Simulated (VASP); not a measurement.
# SnSe (Fm-3m) in VASP: further runs

Runs on SnSe. Level: PBE+D3(BJ). Tasks: relaxation of cell and atoms, single point.

Everything below comes from runs of VASP 6.6.1. Logs are shortened: lines on timing, memory, paths and dates and some standing lists are left out, and cuts for length are marked.

**1. The cell of the first run**

It takes space group Fm-3m (No. 225, cubic). Conventional cell: a = 5.977 Å, b = 5.977 Å, c = 5.977 Å, α = 90.00°, β = 90.00°, γ = 90.00°. Within 3.9 Å of Sn (site symmetry m-3m) lie 6 Se at 2.99 Å. Se (site symmetry m-3m) has 6 Sn at 2.99 Å within 3.9 Å.

**2. Relaxation of cell and atoms, PBE+D3(BJ), target pressure 4 GPa, at which the enthalpy is minimised**

INCAR

```
ALGO     = Normal         # electronic algorithm
EDIFF    = 1E-6           # SCF threshold, eV
EDIFFG   = -0.001         # ionic threshold
ENCUT    = 600            # plane-wave cutoff, eV
GGA      = PE             # functional
IBRION   = 2              # ionic algorithm
ISIF     = 3              # what is computed and relaxed
ISMEAR   = 0              # smearing method
IVDW     = 12             # dispersion correction
LASPH    = T              # aspherical terms in the spheres
LCHARG   = F              # write CHGCAR
LREAL    = F              # projectors in reciprocal space
LWAVE    = F              # write WAVECAR
NELM     = 60             # most SCF steps
NSW      = 80             # ionic steps
PREC     = Accurate       # precision mode
PSTRESS  = 40.0         
SIGMA    = 0.01           # smearing width, eV
```

KPOINTS

```
k-points
0
Gamma
  10 10 10
```

POSCAR

```
SnSe
1.0
    0.0000000000      2.9882564713      2.9882564713
    2.9882564713      0.0000000000      2.9882564713
    2.9882564713      2.9882564713      0.0000000000
Sn Se
1 1
Direct
    0.0000000000      0.0000000000      0.0000000000
    0.5000000000      0.5000000000      0.5000000000
```

Potentials or basis: VASP PAW PBE potentials, release 64 (Sn_d, Se).

Started as:

```sh
$ cat potpaw_PBE.64/Sn_d/POTCAR potpaw_PBE.64/Se/POTCAR > POTCAR
$ mpirun -np 1 vasp_std > vasp.out
```

OUTCAR:

```text
EDIFF = 1E-6
   EDIFFG = -0.001
   ENCUT = 600
   GGA = PE
   IBRION = 2
   ISIF = 3
   ISMEAR = 0
   IVDW = 12
   LASPH = T
   LREAL = F
   NELM = 60
   NSW = 80
   PREC = Accurate
   PSTRESS = 40.0
 IVDW          = 12

 ion  position               nearest neighbor table
   1  0.000  0.000  0.000-   2 2.99   2 2.99   2 2.99   2 2.99   2 2.99   2 2.99
   2  0.500  0.500  0.500-   1 2.99   1 2.99   1 2.99   1 2.99   1 2.99   1 2.99

  LATTYP: Found a face centered cubic cell.
 ALAT       =     5.9765129426

  Lattice vectors:

 A1 = (   0.0000000000,   2.9882564713,   2.9882564713)
 A2 = (   2.9882564713,   0.0000000000,   2.9882564713)
 A3 = (   2.9882564713,   2.9882564713,   0.0000000000)

Analysis of symmetry for initial positions (statically):
=====================================================================
 Subroutine PRICEL returns:
 Original cell was already a primitive cell.

 Routine SETGRP: Setting up the symmetry group for a
 face centered cubic supercell.

 Subroutine GETGRP returns: Found 48 space group operations
 (whereof 48 operations were pure point group operations)
 out of a pool of 48 trial point group operations.

The static configuration has the point symmetry O_h .

Analysis of symmetry for dynamics (positions and initial velocities):
=====================================================================
 Subroutine PRICEL returns:
 Original cell was already a primitive cell.

 Routine SETGRP: Setting up the symmetry group for a
 face centered cubic supercell.

 Subroutine GETGRP returns: Found 48 space group operations
 (whereof 48 operations were pure point group operations)
 out of a pool of 48 trial point group operations.

The dynamic configuration has the point symmetry O_h .

 Subroutine INISYM returns: Found 48 space group operations
 (whereof 48 operations are pure point group operations),
 and found     1 'primitive' translations

----------------------------------------------------------------------------------------

                                     Primitive cell

  volume of cell :      53.3683

  direct lattice vectors                    reciprocal lattice vectors
     0.000000000  2.988256471  2.988256471    -0.167321649  0.167321649  0.167321649
     2.988256471  0.000000000  2.988256471     0.167321649 -0.167321649  0.167321649
     2.988256471  2.988256471  0.000000000     0.167321649  0.167321649 -0.167321649

  length of vectors
     4.226032830  4.226032830  4.226032830     0.289809597  0.289809597  0.289809597

  position of ions in fractional coordinates (direct lattice)
     0.000000000  0.000000000  0.000000000
     0.500000000  0.500000000  0.500000000

  ion indices of the primitive-cell ions
   primitive index   ion index
                 1           1
                 2           2

----------------------------------------------------------------------------------------

 KPOINTS: k-points

Automatic generation of k-mesh.
 Grid dimensions read from file:
 generate k-points for:   10   10   10

 Generating k-lattice:

  Cartesian coordinates                     Fractional coordinates (reciprocal lattice)
    -0.016732165  0.016732165  0.016732165     0.100000000  0.000000000  0.000000000
     0.016732165 -0.016732165  0.016732165     0.000000000  0.100000000  0.000000000
     0.016732165  0.016732165 -0.016732165     0.000000000  0.000000000  0.100000000

  Length of vectors
     0.028980960  0.028980960  0.028980960

  Shift w.r.t. Gamma in fractional coordinates (k-lattice)
     0.000000000  0.000000000  0.000000000

 Subroutine IBZKPT returns following result:
 ===========================================

 Found     47 irreducible k-points:

 Following reciprocal coordinates:
            Coordinates               Weight
  0.000000  0.000000  0.000000      1.000000
  0.100000  0.000000  0.000000      8.000000
  0.200000  0.000000  0.000000      8.000000
  0.300000  0.000000  0.000000      8.000000
  0.400000  0.000000  0.000000      8.000000
  0.500000  0.000000  0.000000      4.000000
[... 16 lines left out ...]
  0.300000  0.300000  0.000000      6.000000
  0.400000  0.300000  0.000000     24.000000
 [... further k-points ...]
   k-points           NKPTS =     47   k-points in BZ     NKDIM =     47   number of bands    NBANDS=     14
   number of dos      NEDOS =    301   number of ions     NIONS =      2
   total plane-waves  NPLWV =  46656
   dimension x,y,z NGX =    36 NGY =   36 NGZ =   36
   dimension x,y,z NGXF=    72 NGYF=   72 NGZF=   72
   ions per type =               1   1
   NGX,Y,Z   is equivalent  to a cutoff of  14.16, 14.16, 14.16 a.u.
   NGXF,Y,Z  is equivalent  to a cutoff of  28.32, 28.32, 28.32 a.u.
 SYSTEM =  unknown system
   PREC   = accura    normal or accurate (medium, high low for compatibility)
   ISTART =      0    job   : 0-new  1-cont  2-samecut
   ICHARG =      2    charge: 1-file 2-atom 10-const
   ISPIN  =      1    spin polarized calculation?
   LNONCOLLINEAR =      F non collinear calculations
   LSORBIT =      F    spin-orbit coupling
   LASPH  =      T    aspherical Exc in radial PAW
   ENCUT  =  600.0 eV  44.10 Ry    6.64 a.u.   8.44  8.44  8.44*2*pi/ulx,y,z
   NELM   =     60;   NELMIN=  2; NELMDL= -5     # of ELM steps
   EDIFF  = 0.1E-05   stopping-criterion for ELM
   LREAL  =      F    real-space projection
   EDIFFG = -.1E-02   stopping-criterion for IOM
   NSW    =     80    number of steps for IOM
   IBRION =      2    ionic relax: 0-MD 1-quasi-New 2-CG
   NFREE  =      1    steps in history (QN), initial steepest desc. (CG)
   ISIF   =      3    stress and relaxation
   ISYM   =      2    0-nonsym 1-usesym 2-fastsym
   POTIM  = 0.5000    time-step for ionic-motion
   TEBEG  =    0.0;   TEEND  =   0.0 temperature during run
   PSTRESS=   40.0 pullay stress
   NELECT =      20.0000    total number of electrons
   NUPDOWN=      -1.0000    fix difference up-down
   EMIN   =  10.00;   EMAX   =-10.00  energy-range for DOS
   EFERMI =   0.00;   METHOD = LEGACY
   ISMEAR =     0;   SIGMA  =   0.01  broadening in eV -4-tet -1-fermi 0-gaus
   EFERMI_NEDOS =   21; number of points for ismear=-14 and -15
   IALGO  =     38    algorithm
   IMIX   =      4    mixing-type and parameters
     AMIX     =   0.40;   BMIX     =  1.00
     AMIX_MAG =   1.60;   BMIX_MAG =  1.00
  volume/ion in A,a.u.               =      26.68       180.07
  Fermi-wavevector in a.u.,A,eV,Ry     =   1.180294  2.230433 18.954202  1.393095
  Thomas-Fermi vector in A             =   2.316589
   LORBIT       =      0    0 simple, 1 ext, 2 COOP (PROOUT), +10 PAW based schemes
   GGA     = PE    functional components
   LHFCALC =     F    Hartree Fock is set to
   AEXX    =    0.0000 exact exchange contribution
   IVDW    =    12    specifies the selected vdW correction
   LEPSILON=     F    determine dielectric tensor
   LRPA    =     F    only Hartree local field effects (RPA)
 conjugate gradient relaxation of ions
 non-spin polarized calculation
 Gauss-broadening in eV      SIGMA  =   0.01
  energy-cutoff  :      600.00
  volume of cell :       53.37
 maximum number of plane-waves:      1807
 NGX is ok and might be reduce to    36
   NGX = 17   NGY = 17   NGZ = 17

--------------------------------------- Ionic step        1  -------------------------------------------

 number of electron      19.9999998 magnetization

 Free energy of the ion-electron system (eV)
  ---------------------------------------------------
  ext. energy  EPLUGINS =         0.00000000
  ---------------------------------------------------
  free energy    TOTEN  =        -8.20108727 eV

  energy without entropy =       -8.20108727  energy(sigma->0) =       -8.20108727

------------------------ aborting loop because EDIFF is reached ----------------------------------------

 Edisp (eV)   -0.72259

 E8    (eV) :    -0.3256

  FORCE on cell =-STRESS in cart. coord.  units (eV):
  Direction    XX          YY          ZZ          XY          YZ          ZX
  --------------------------------------------------------------------------------------
  -------------------------------------------------------------------------------------
  Total       0.00596     0.00596     0.00596     0.00000    -0.00000     0.00000
  in kB       0.17905     0.17905     0.17905     0.00000    -0.00000     0.00000
  external pressure =      -39.82 kB  Pullay stress =       40.00 kB
[... 23 lines left out ...]
  enthalpy is  TOTEN    =        -7.5912800676 eV   P V=        1.3323950502

--------------------------------------- Ionic step        2  -------------------------------------------

 number of electron      20.0000001 magnetization

 E-fermi :   7.2455     XC(G=0): -10.1523

 val. band max:        7.1790486752   @ k =  -0.2000   0.2000   0.0000
 cond. band min:       7.5222612024   @ k =  -0.4000   0.1000   0.0000
 fundamental gap:      0.3432125273
 Fermi energy:         7.2455057209

 k-point     1 :       0.0000    0.0000    0.0000
  band No.  band energies     occupation
      1     -14.6171      2.00000
      2     -14.6171      2.00000
      3     -14.6135      2.00000
      4     -14.6135      2.00000
      5     -14.6135      2.00000
      6      -7.7514      2.00000
      7       2.3567      2.00000
      8       4.4450      2.00000
      9       4.4450      2.00000
     10       4.4450      2.00000
     11      11.7694      0.00000
     12      11.7694      0.00000
     13      11.7694      0.00000
     14      12.6994      0.00000
[... 430 lines left out ...]
  enthalpy is  TOTEN    =        -7.6220995395 eV   P V=        1.2085522896

--------------------------------------- Ionic step        3  -------------------------------------------

 number of electron      20.0000002 magnetization

 Free energy of the ion-electron system (eV)
  ---------------------------------------------------
  ext. energy  EPLUGINS =         0.00000000
  ---------------------------------------------------
  free energy    TOTEN  =        -8.11264162 eV

  energy without entropy =       -8.11264162  energy(sigma->0) =       -8.11264162

 E-fermi :   6.7699     XC(G=0):  -9.9942

 val. band max:        6.6779258251   @ k =  -0.2000   0.2000   0.0000
 cond. band min:       7.0971021400   @ k =  -0.4000   0.1000   0.0000
 fundamental gap:      0.4191763148
 Fermi energy:         6.7698788543

 k-point     1 :       0.0000    0.0000    0.0000
  band No.  band energies     occupation
      1     -15.0183      2.00000
      2     -15.0183      2.00000
      3     -15.0166      2.00000
      4     -15.0166      2.00000
      5     -15.0166      2.00000
      6      -7.9006      2.00000
      7       1.8158      2.00000
      8       4.1385      2.00000
      9       4.1385      2.00000
     10       4.1385      2.00000
     11      11.2278      0.00000
     12      11.2278      0.00000
     13      11.2278      0.00000
     14      12.3359      0.00000
[... 424 lines left out ...]
  FREE ENERGIE OF THE ION-ELECTRON SYSTEM (eV)
  ---------------------------------------------------
  free  energy   TOTEN  =        -8.8843034037 eV

  energy  without entropy=       -8.8843034037  energy(sigma->0) =       -8.88430340

  enthalpy is  TOTEN    =        -7.6345664390 eV   P V=        1.2497369648

 reached required accuracy - stopping structural energy minimisation
```

Run time: 91 s. Hardware: 1 thread of Intel Xeon Platinum 8259CL at 2.50GHz (Skylake/Cascade Lake), shared host; peak memory 0.24 GiB.

Results:

| Quantity | Value |
| --- | --- |
| Free energy | -8.8843 eV |
| Relaxed volume | 25.03 Å³/atom |
| Relaxed cell | a = 4.137 Å, b = 4.137 Å, c = 4.137 Å, α = 60.00°, β = 60.00°, γ = 60.00° |
| Space group after relaxing (to 0.05 Å) | Fm-3m (No. 225) |
| Energy change on relaxing (the enthalpy is what falls) | +19.7 meV/atom |
| Ionic steps | 3 |
| Pressure after relaxing | 4.0 GPa |
| Band gap on the k mesh | 0.42 eV, indirect (least direct gap 0.58 eV) |
| Dispersion energy per atom | -0.386 eV |

Step by step:
| step | energy change (eV) | largest force (eV/Å) | pressure (GPa) | volume (Å³) |
| --- | --- | --- | --- | --- |
| 1 | 0.0000 | 0.0000 | 0.02 | 53.37 |
| 2 | 0.0930 | 0.0000 | 6.51 | 48.41 |
| 3 | 0.0394 | 0.0000 | 4.00 | 50.06 |

Final structure:
```
Sn Se
1.0
     0.00000    2.92514    2.92514
     2.92514    0.00000    2.92514
     2.92514    2.92514    0.00000
Sn Se
1 1
Direct
  0.00000 0.00000 0.00000
  0.50000 0.50000 0.50000
```

Levels at points of the mesh, in eV from the valence-band top:
| k point | band 6 | band 7 | band 8 | band 9 | band 10 | band 11 | band 12 | band 13 | band 14 |
| --- | --- | --- | --- | --- | --- | --- | --- | --- | --- |
| (0.00, 0.00, 0.00) | -14.58 | -4.86 | -2.54 | -2.54 | -2.54 | 4.55 | 4.55 | 4.55 | 5.66 |
| (0.50, 0.00, 0.00) | -13.45 | -8.62 | -2.27 | -2.27 | -0.16 | 0.83 | 1.09 | 1.09 | 8.39 |
| (0.50, 0.50, 0.00) | -13.08 | -6.18 | -6.12 | -4.15 | -4.15 | 2.63 | 5.75 | 5.75 | 6.44 |

Caveat: the cell is relaxed towards a set pressure, so the enthalpy falls and the energy may rise; spin-orbit coupling is left out, which moves the levels of the heavy elements.

[end of part 1 of 2]
